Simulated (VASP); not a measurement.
# F (Fm-3m) in VASP: notebook, part 2 of 2

VASP 6.6.1.

### 6 Single point, PBEsol (volume scaled by 0.76)

INCAR

```
PREC     = Accurate       # precision mode
ENCUT    = 520            # plane-wave cutoff, eV
EDIFF    = 1E-6           # SCF threshold, eV
ISMEAR   = -1             # smearing method
SIGMA    = 0.08           # smearing width, eV
LREAL    = False          # projectors in reciprocal space
LASPH    = True           # aspherical terms in the spheres
NELM     = 80             # most SCF steps
ALGO     = Normal         # electronic algorithm
ISIF     = 2              # what is computed and relaxed
LWAVE    = False          # write WAVECAR
LCHARG   = True           # write CHGCAR
GGA      = PS             # functional
LELF     = True           # ELF
LVHAR    = True         
NBANDS   = 10             # bands
```

KPOINTS

```
Automatic mesh
0
Gamma
  19 19 19
```

POSCAR

```
F
1.0
    0.0000000000      1.5192701313      1.5192701313
    1.5192701313      0.0000000000      1.5192701313
    1.5192701313      1.5192701313      0.0000000000
F
1
Direct
    0.0000000000      0.0000000000      0.0000000000
```

Potentials or basis: VASP PAW PBE potentials, release 64 (F).

Run with:

```console
$ cat potpaw_PBE.64/F/POTCAR > POTCAR
$ mpirun -np 1 vasp_std > vasp.out
```

OUTCAR:

```text
PREC = Accurate
   ENCUT = 520
   EDIFF = 1E-6
   ISMEAR = -1
   LREAL = False
   LASPH = True
   NELM = 80
   ISIF = 2
   GGA = PS

 ion  position               nearest neighbor table
   1  0.000  0.000  0.000-

  LATTYP: Found a face centered cubic cell.
 ALAT       =     3.0385402626

  Lattice vectors:

 A1 = (   0.0000000000,   1.5192701313,   1.5192701313)
 A2 = (   1.5192701313,   0.0000000000,   1.5192701313)
 A3 = (   1.5192701313,   1.5192701313,   0.0000000000)

Analysis of symmetry for initial positions (statically):
=====================================================================
 Subroutine PRICEL returns:
 Original cell was already a primitive cell.

 Routine SETGRP: Setting up the symmetry group for a
 face centered cubic supercell.

 Subroutine GETGRP returns: Found 48 space group operations
 (whereof 48 operations were pure point group operations)
 out of a pool of 48 trial point group operations.

The static configuration has the point symmetry O_h .
[... 154 lines left out ...]
  free energy    TOTEN  =        -0.74368634 eV

  energy without entropy =       -0.71157438  energy(sigma->0) =       -0.72763036

 E-fermi :   0.4516     XC(G=0): -12.8143

 val. band max:        0.4494080328   @ k =  -0.4211   0.1579   0.0526
 cond. band min:       0.4575127423   @ k =  -0.4211   0.1579   0.0000
 fundamental gap:      0.0081047095
 Fermi energy:         0.4516223095

 k-point     1 :       0.0000    0.0000    0.0000
  band No.  band energies     occupation
      1     -24.1427      2.00000
      2       1.4110      0.00001
      3       1.4110      0.00001
      4       1.4110      0.00001
      5      18.1465      0.00000
      6      40.1257      0.00000
      7      40.1257      0.00000
      8      40.1257      0.00000
      9      44.8964      0.00000
     10      53.2860      0.00000
[... 287 lines left out ...]
 k-point    24 :      -0.2632    0.0526    0.0000
  band No.  band energies     occupation
      1     -22.2348      2.00000
      2      -3.2008      2.00000
      3       0.7204      0.06716
      4       1.0601      0.00099
      5      21.8022      0.00000
      6      30.0102      0.00000
      7      37.9926      0.00000
      8      39.6989      0.00000
      9      46.1002      0.00000
     10      47.4876      0.00000

 [... further k-points ...]
[... 5 lines left out ...]
  --------------------------------------------------------------------------------------
  -------------------------------------------------------------------------------------
  Total        1.6789773      1.6789773      1.6789773      0.0000000     -0.0000000      0.0000000
  in kB      383.5485979    383.5485979    383.5485979      0.0000000     -0.0000000      0.0000000
  external PRESSURE =     383.5485979 kB  Pullay stress =       0.0000000 kB

 VOLUME and BASIS-vectors are now :
 -----------------------------------------------------------------------------
  energy-cutoff  :      520.00
  volume of cell :        7.01
      direct lattice vectors                 reciprocal lattice vectors
     0.000000000  1.519270131  1.519270131    -0.329105397  0.329105397  0.329105397
     1.519270131  0.000000000  1.519270131     0.329105397 -0.329105397  0.329105397
     1.519270131  1.519270131  0.000000000     0.329105397  0.329105397 -0.329105397

 POSITION                                       TOTAL-FORCE (eV/Angst)
 -----------------------------------------------------------------------------------
      0.00000      0.00000      0.00000         0.000000     -0.000000     -0.000000
 -----------------------------------------------------------------------------------
    total drift:                               -0.000000      0.000000     -0.000000

  FREE ENERGIE OF THE ION-ELECTRON SYSTEM (eV)
  ---------------------------------------------------
  free  energy   TOTEN  =        -0.7436863446 eV

  energy  without entropy=       -0.7115743820  energy(sigma->0) =       -0.72763036
```

OSZICAR:

```text
N       E                     dE             d eps       ncg     rms          rms(c)
DAV:   1     0.138177520585E+02    0.13818E+02   -0.40123E+03  4928   0.638E+02
DAV:   2    -0.636241599368E+00   -0.14454E+02   -0.13950E+02  4948   0.123E+02
DAV:   3    -0.743259512834E+00   -0.10702E+00   -0.10655E+00  5118   0.851E+00
DAV:   4    -0.743316742040E+00   -0.57229E-04   -0.57229E-04  4786   0.260E-01
DAV:   5    -0.743316790951E+00   -0.48911E-07   -0.48909E-07  5026   0.678E-03    0.258E-01
DAV:   6    -0.743377798799E+00   -0.61008E-04   -0.11327E-03  4792   0.290E-01    0.132E-01
DAV:   7    -0.743620003098E+00   -0.24220E-03   -0.25642E-04  4876   0.148E-01    0.482E-02
DAV:   8    -0.743688603755E+00   -0.68601E-04   -0.29799E-05  4864   0.464E-02    0.443E-03
DAV:   9    -0.743686975505E+00    0.16283E-05   -0.13325E-07  3592   0.401E-03    0.132E-03
DAV:  10    -0.743686344578E+00    0.63093E-06   -0.35677E-08  2504   0.185E-03
   1 F= -.74368634E+00 E0= -.72763036E+00  d E =-.321120E-01
```

Run time: 2.9 s. Hardware: 1 thread of Intel Xeon 6975P-C (Granite Rapids), shared host; peak memory 0.11 GiB.

What came out:

| Quantity | Value |
| --- | --- |
| Free energy | -0.7437 eV |
| Pressure | 38.4 GPa |

Levels at points of the mesh, in eV from the Fermi level:
| k point | band 2 | band 3 | band 4 | band 5 | band 6 | band 7 |
| --- | --- | --- | --- | --- | --- | --- |
| (0.00, 0.00, 0.00) | 0.96 | 0.96 | 0.96 | 17.69 | 39.67 | 39.67 |

Caveat: the PAW data sets were made with another functional, which shifts forces and pressure a little; an odd number of electrons without spin polarisation forces a metal; a magnetic or distorted state may lie lower.

### 7 Summary

| cell | gap on the mesh (eV) | pressure (GPa) |
| --- | --- | --- |
| a = 1.986 Å, angles 60.0°, 1 atom | none | 134.1 |
| a = 2.070 Å, angles 60.0°, 1 atom | none | 73.1 |
| a = 2.149 Å, angles 60.0°, 1 atom | none | 38.4 |

Alike in all rows: task single point; level PBEsol; potentials or basis VASP PAW PBE potentials, release 64 (F); no spin polarisation; k mesh 19 × 19 × 19; cutoff (eV) 520; smearing fermi-dirac 0.08 eV.

Caveats: the PAW data sets were made with another functional, which shifts forces and pressure a little; an odd number of electrons without spin polarisation forces a metal; a magnetic or distorted state may lie lower.

Total energies depend on the potentials used, so only differences within one code and one set of settings carry meaning.
